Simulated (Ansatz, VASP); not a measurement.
**AlIn2Sb2As: VASP beside Ansatz**

```
Al In Sb As
1.0
     5.21210    0.00000    0.00000
    -2.60605    4.51381    0.00000
     0.00000    0.00000   10.50641
Al In Sb As
1 2 2 1
Direct
  0.00000 0.00000 0.00000
  0.33333 0.66667 0.00000
  0.66667 0.33333 0.00000
  0.00000 0.00000 0.74340
  0.00000 0.00000 0.25660
  0.00000 0.00000 0.50000
```

Alike in both runs: functional PBE; k mesh 6 × 6 × 2; occupations gaussian, width 0.1 eV; no spin polarisation.

Ansatz relaxed the structure, and its values are those at the end. VASP's run is a single point on that final structure, the one shown.

```csv
,VASP,Ansatz
version,VASP 6.6.1,Ansatz 0.2.0
potentials or method,"VASP PAW PBE potentials, release 64 (Al, In_d, Sb, As), cutoff 520 eV","scalar-relativistic, plane waves, PAW"
valence electrons in the cell,44,74
```

|  | VASP | Ansatz | Ansatz less VASP |
| --- | --- | --- | --- |
| gap on the k mesh at the Fermi level (eV) | none | none | - |
| pressure (GPa) | 0.1 | 0.1 | -0.03 |

A gap of «none» marks a metal or a gap that the smearing closes. VASP's potentials hold 44 valence electrons a cell and Ansatz's 74, so a difference there can come from the potentials and not from the codes.

Neither program's run includes spin-orbit coupling.
